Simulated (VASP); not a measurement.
# Ti (R-3m) in VASP: relaxation of cell and atoms with PBEsol

Aim: the relaxation of cell and atoms of Ti with PBEsol.

Program: VASP 6.6.1. These are calculated values, not measurements. Logs are shortened: lines on timing, memory, paths and dates and some standing lists are left out, and cuts for length are marked.

## 1. The cell of the first run

Symmetry: R-3m, No. 166, trigonal system. The conventional cell has a = 3.539 Å, b = 3.539 Å, c = 9.843 Å, α = 90.00°, β = 90.00°, γ = 120.00°. Ti (site symmetry 3m) has 6 Ti at 2.37 to 2.92 Å within 3.1 Å.

## 2. Relaxation of cell and atoms, PBEsol

File INCAR:

```
PREC = Accurate
ENCUT = 600
EDIFF = 1E-7
ISMEAR = 0
SIGMA = 0.1
LREAL = F
LASPH = T
NELM = 60
ALGO = Normal
ISIF = 3
LWAVE = F
LCHARG = F
GGA = PS
IBRION = 2
NSW = 90
EDIFFG = -0.04
```

File KPOINTS:

```
regular mesh
0
Gamma
  6 6 6
```

File POSCAR:

```
Ti
1.0
    1.7692989924      1.0215052496      3.2809528548
   -1.7692989924      1.0215052496      3.2809528548
    0.0000000000     -2.0430104991      3.2809528548
Ti
2
Direct
    0.2275400000      0.2275400000      0.2275400000
    0.7724600000      0.7724600000      0.7724600000
```

Potentials or basis: VASP PAW PBE potentials, release 64 (Ti_sv).

The run is started by

```bash
cat potpaw_PBE.64/Ti_sv/POTCAR > POTCAR
mpirun -np 1 vasp_std > vasp.out
```

OUTCAR:

```text
PREC = Accurate
   ENCUT = 600
   EDIFF = 1E-7
   ISMEAR = 0
   LREAL = F
   LASPH = T
   NELM = 60
   ISIF = 3
   GGA = PS
   IBRION = 2
   NSW = 90
   EDIFFG = -0.04

 ion  position               nearest neighbor table
   1  0.228  0.228  0.228-   2 2.37   2 2.37   2 2.37   2 2.92   2 2.92   2 2.92
   2  0.772  0.772  0.772-   1 2.37   1 2.37   1 2.37   1 2.92   1 2.92   1 2.92

  LATTYP: Found a trigonal (rhomboedric) cell.
 ALAT       =     3.8650412074
 COS(alpha) =     0.5808936906

  Lattice vectors:

 A1 = (   1.7692989924,   1.0215052496,   3.2809528548)
 A2 = (  -1.7692989924,   1.0215052496,   3.2809528548)
 A3 = (   0.0000000000,  -2.0430104991,   3.2809528548)

Analysis of symmetry for initial positions (statically):
=====================================================================
 Subroutine PRICEL returns:
 Original cell was already a primitive cell.

 Routine SETGRP: Setting up the symmetry group for a
 trigonal (rhombohedral) supercell.

 Subroutine GETGRP returns: Found 12 space group operations
 (whereof 12 operations were pure point group operations)
 out of a pool of 12 trial point group operations.

The static configuration has the point symmetry D_3d.

Analysis of symmetry for dynamics (positions and initial velocities):
=====================================================================
 Subroutine PRICEL returns:
 Original cell was already a primitive cell.

 Routine SETGRP: Setting up the symmetry group for a
 trigonal (rhombohedral) supercell.

 Subroutine GETGRP returns: Found 12 space group operations
 (whereof 12 operations were pure point group operations)
 out of a pool of 12 trial point group operations.

The dynamic configuration has the point symmetry D_3d.

 Subroutine INISYM returns: Found 12 space group operations
 (whereof 12 operations are pure point group operations),
 and found     1 'primitive' translations

----------------------------------------------------------------------------------------

                                     Primitive cell

  volume of cell :      35.5789

  direct lattice vectors                    reciprocal lattice vectors
     1.769298992  1.021505250  3.280952855     0.282597798  0.163157915  0.101596502
    -1.769298992  1.021505250  3.280952855    -0.282597798  0.163157915  0.101596502
     0.000000000 -2.043010499  3.280952855     0.000000000 -0.326315830  0.101596502

  length of vectors
     3.865041207  3.865041207  3.865041207     0.341765812  0.341765812  0.341765812

  position of ions in fractional coordinates (direct lattice)
     0.227540000  0.227540000  0.227540000
     0.772460000  0.772460000  0.772460000

  ion indices of the primitive-cell ions
   primitive index   ion index
                 1           1
                 2           2

----------------------------------------------------------------------------------------

 KPOINTS: regular mesh

Automatic generation of k-mesh.
 Grid dimensions read from file:
 generate k-points for:    6    6    6

 Generating k-lattice:

  Cartesian coordinates                     Fractional coordinates (reciprocal lattice)
     0.047099633  0.027192986  0.016932750     0.166666667  0.000000000  0.000000000
    -0.047099633  0.027192986  0.016932750     0.000000000  0.166666667  0.000000000
     0.000000000 -0.054385972  0.016932750     0.000000000  0.000000000  0.166666667

  Length of vectors
     0.056960969  0.056960969  0.056960969

  Shift w.r.t. Gamma in fractional coordinates (k-lattice)
     0.000000000  0.000000000  0.000000000

 Subroutine IBZKPT returns following result:
 ===========================================

 Found     32 irreducible k-points:

 Following reciprocal coordinates:
            Coordinates               Weight
  0.000000  0.000000  0.000000      1.000000
  0.166667  0.000000  0.000000      6.000000
  0.333333  0.000000  0.000000      6.000000
  0.500000  0.000000  0.000000      3.000000
  0.166667  0.166667  0.000000      6.000000
  0.333333  0.166667  0.000000     12.000000
[... 16 lines left out ...]
  0.500000  0.500000  0.166667      6.000000
 -0.333333  0.500000  0.166667     12.000000
 [... further k-points ...]
   k-points           NKPTS =     32   k-points in BZ     NKDIM =     32   number of bands    NBANDS=     16
   number of dos      NEDOS =    301   number of ions     NIONS =      2
   total plane-waves  NPLWV =  32768
   dimension x,y,z NGX =    32 NGY =   32 NGZ =   32
   dimension x,y,z NGXF=    64 NGYF=   64 NGZF=   64
   ions per type =               2
   NGX,Y,Z   is equivalent  to a cutoff of  13.76, 13.76, 13.76 a.u.
   NGXF,Y,Z  is equivalent  to a cutoff of  27.53, 27.53, 27.53 a.u.
 SYSTEM =  unknown system
   PREC   = accura    normal or accurate (medium, high low for compatibility)
   ISTART =      0    job   : 0-new  1-cont  2-samecut
   ICHARG =      2    charge: 1-file 2-atom 10-const
   ISPIN  =      1    spin polarized calculation?
   LNONCOLLINEAR =      F non collinear calculations
   LSORBIT =      F    spin-orbit coupling
   LASPH  =      T    aspherical Exc in radial PAW
   ENCUT  =  600.0 eV  44.10 Ry    6.64 a.u.   7.72  7.72  7.72*2*pi/ulx,y,z
   NELM   =     60;   NELMIN=  2; NELMDL= -5     # of ELM steps
   EDIFF  = 0.1E-06   stopping-criterion for ELM
   LREAL  =      F    real-space projection
   EDIFFG = -.4E-01   stopping-criterion for IOM
   NSW    =     90    number of steps for IOM
   IBRION =      2    ionic relax: 0-MD 1-quasi-New 2-CG
   NFREE  =      1    steps in history (QN), initial steepest desc. (CG)
   ISIF   =      3    stress and relaxation
   ISYM   =      2    0-nonsym 1-usesym 2-fastsym
   POTIM  = 0.5000    time-step for ionic-motion
   TEBEG  =    0.0;   TEEND  =   0.0 temperature during run
   PSTRESS=    0.0 pullay stress
   NELECT =      24.0000    total number of electrons
   NUPDOWN=      -1.0000    fix difference up-down
   EMIN   =  10.00;   EMAX   =-10.00  energy-range for DOS
   EFERMI =   0.00;   METHOD = LEGACY
   ISMEAR =     0;   SIGMA  =   0.10  broadening in eV -4-tet -1-fermi 0-gaus
   EFERMI_NEDOS =   21; number of points for ismear=-14 and -15
   IALGO  =     38    algorithm
   IMIX   =      4    mixing-type and parameters
     AMIX     =   0.40;   BMIX     =  1.00
     AMIX_MAG =   1.60;   BMIX_MAG =  1.00
  volume/ion in A,a.u.               =      17.79       120.05
  Fermi-wavevector in a.u.,A,eV,Ry     =   1.435757  2.713187 28.047018  2.061398
  Thomas-Fermi vector in A             =   2.555020
   LORBIT       =      0    0 simple, 1 ext, 2 COOP (PROOUT), +10 PAW based schemes
   GGA     = PS    functional components
   LHFCALC =     F    Hartree Fock is set to
   AEXX    =    0.0000 exact exchange contribution
   IVDW    =     0    specifies the selected vdW correction
   LEPSILON=     F    determine dielectric tensor
   LRPA    =     F    only Hartree local field effects (RPA)
 conjugate gradient relaxation of ions
 non-spin polarized calculation
 Gauss-broadening in eV      SIGMA  =   0.10
  energy-cutoff  :      600.00
  volume of cell :       35.58
 maximum number of plane-waves:      1197
   NGX = 15   NGY = 15   NGZ = 15

--------------------------------------- Ionic step        1  -------------------------------------------

 number of electron      24.0000002 magnetization

 Free energy of the ion-electron system (eV)
  ---------------------------------------------------
  ext. energy  EPLUGINS =         0.00000000
  ---------------------------------------------------
  free energy    TOTEN  =       -14.30178250 eV

  energy without entropy =      -14.27263709  energy(sigma->0) =      -14.28720979

------------------------ aborting loop because EDIFF is reached ----------------------------------------

  FORCE on cell =-STRESS in cart. coord.  units (eV):
  Direction    XX          YY          ZZ          XY          YZ          ZX
  --------------------------------------------------------------------------------------
  -------------------------------------------------------------------------------------
  Total       -0.1109030     -0.1109030     -0.6999680      0.0000000     -0.0000000      0.0000000
  in kB       -4.9941392     -4.9941392    -31.5206874      0.0000000     -0.0000000      0.0000000
  external PRESSURE =     -13.8363220 kB  Pullay stress =       0.0000000 kB
[... 89 lines left out ...]
  FREE ENERGIE OF THE ION-ELECTRON SYSTEM (eV)
  ---------------------------------------------------
  free  energy   TOTEN  =       -15.1206797241 eV

  energy  without entropy=      -15.0994625678  energy(sigma->0) =      -15.11007115

[... ionic steps 4 to 23 ...]

--------------------------------------- Ionic step       24  -------------------------------------------

 number of electron      24.0000008 magnetization

------------------------ aborting loop because EDIFF is reached ----------------------------------------

  FORCE on cell =-STRESS in cart. coord.  units (eV):
  Direction    XX          YY          ZZ          XY          YZ          ZX
  --------------------------------------------------------------------------------------
  -------------------------------------------------------------------------------------
  Total        0.0046972      0.0046972     -0.0081275      0.0000000     -0.0000000      0.0000000
  in kB        0.2257103      0.2257103     -0.3905425      0.0000000     -0.0000000      0.0000000
  external PRESSURE =       0.0202927 kB  Pullay stress =       0.0000000 kB
[... 57 lines left out ...]
  energy  without entropy=      -16.5191039736  energy(sigma->0) =      -16.53129582

--------------------------------------- Ionic step       26  -------------------------------------------

 number of electron      24.0000011 magnetization

 Free energy of the ion-electron system (eV)
  ---------------------------------------------------
  ext. energy  EPLUGINS =         0.00000000
  ---------------------------------------------------
  free energy    TOTEN  =       -16.54361524 eV

  energy without entropy =      -16.51920672  energy(sigma->0) =      -16.53141098

 E-fermi :   8.5475     XC(G=0): -11.8492

 val. band max:        8.5198530539   @ k =   0.5000   0.5000   0.1667
 cond. band min:       8.5747009408   @ k =  -0.3333   0.1667  -0.0000
 fundamental gap:      0.0548478869
 Fermi energy:         8.5475169278

 k-point     1 :       0.0000    0.0000    0.0000
  band No.  band energies     occupation
      1     -47.8439      2.00000
      2     -47.6922      2.00000
      3     -24.5426      2.00000
      4     -23.8453      2.00000
      5     -23.8453      2.00000
      6     -23.7547      2.00000
[... 8 lines left out ...]
     15       9.4503      0.00000
     16       9.4890      0.00000
[... 420 lines left out ...]
  band No.  band energies     occupation
      1     -47.6830      2.00000
      2     -47.6584      2.00000
      3     -24.4447      2.00000
      4     -24.3984      2.00000
      5     -24.0688      2.00000
      6     -23.9799      2.00000
[... 8 lines left out ...]
     15       9.9454      0.00000
     16      11.4225      0.00000

 [... further k-points ...]

------------------------ aborting loop because EDIFF is reached ----------------------------------------

  FORCE on cell =-STRESS in cart. coord.  units (eV):
  Direction    XX          YY          ZZ          XY          YZ          ZX
  --------------------------------------------------------------------------------------
  -------------------------------------------------------------------------------------
  Total        0.0744818      0.0744818      0.0580317     -0.0000000      0.0000000     -0.0000000
  in kB        3.5893970      3.5893970      2.7966398     -0.0000000      0.0000000     -0.0000000
  external PRESSURE =       3.3251446 kB  Pullay stress =       0.0000000 kB
[... 17 lines left out ...]
  FREE ENERGIE OF THE ION-ELECTRON SYSTEM (eV)
  ---------------------------------------------------
  free  energy   TOTEN  =       -16.5436152426 eV

  energy  without entropy=      -16.5192067168  energy(sigma->0) =      -16.53141098

 reached required accuracy - stopping structural energy minimisation
```

Wall time 3.9 min (1 thread of AMD EPYC 9R45 (Zen 5), shared host); peak memory 0.17 GiB.

Results:

| Property | Result |
| --- | --- |
| Free energy | -16.5436 eV |
| Relaxed volume | 16.62 Å³/atom |
| Relaxed cell | a = 4.951 Å, b = 4.951 Å, c = 4.951 Å, α = 33.68°, β = 33.68°, γ = 33.68° |
| Space group after relaxing (to 0.1 Å) | Fm-3m (No. 225) |
| Energy gained by relaxing | 1120.9 meV/atom |
| Ionic steps | 26 |
| Pressure after relaxing | 0.3 GPa |
| Largest force after relaxing | 0.022 eV/Å |
| Band gap on the k mesh | zero (bands 12 and 13 overlap by 0.95 eV) |

Forces in eV/Å, atoms in the order of the input:
```
Ti   0.000  0.000 -0.022
Ti   0.000  0.000  0.022
```

Stress tensor (GPa, compression positive):
```
0.36 0.00 0.00
0.00 0.36 0.00
0.00 0.00 0.28
```

Step by step:
```tsv
step	energy change (eV)	largest force (eV/Å)	pressure (GPa)	volume (Å³)
1	0.0000	3.1909	-1.38	35.58
2	-0.7378	1.3403	-0.24	34.79
3	-0.8189	0.1155	0.82	34.48
4	-0.9683	0.5795	-1.28	34.79
5	-1.3261	2.3012	-2.40	35.06
6	-0.6024	5.7732	25.49	33.00
7	-1.2045	3.8684	3.67	34.76
8	-1.2312	3.8678	3.75	34.84
9	-1.3103	3.8572	3.96	35.05
10	-1.4434	3.6683	4.33	35.40
11	-1.5167	3.0506	6.04	35.77
12	-1.5847	2.8466	4.44	35.95
13	-1.7510	2.2893	0.13	36.50
14	-1.9355	1.3144	-6.79	37.57
15	-1.8541	0.0396	-14.24	39.66
16	-1.9602	0.7397	-10.46	38.36
17	-2.0747	0.5229	-8.71	37.02
18	-2.2099	0.1518	-2.58	34.17
19	-2.2184	0.0602	0.20	33.26
20	-2.2185	0.0718	-0.11	33.36
21	-2.2284	0.0673	-0.12	33.37
22	-2.2413	0.0581	-0.14	33.39
23	-2.2413	0.0571	-0.14	33.39
24	-2.2415	0.0498	0.00	33.34
25	-2.2417	0.0292	0.40	33.22
26	-2.2418	0.0221	0.33	33.25
```

Final structure:
```
CELL_PARAMETERS angstrom
1.43417 0.82802 4.66605
-1.43417 0.82802 4.66605
0.00000 -1.65603 4.66605
ATOMIC_POSITIONS crystal
Ti 0.25032 0.25032 0.25032
Ti 0.74968 0.74968 0.74968
```

Caveat: a cell axis changed by over 15 % at a fixed basis, so the end point is rough; the PAW data sets were made with another functional, which shifts forces and pressure a little.
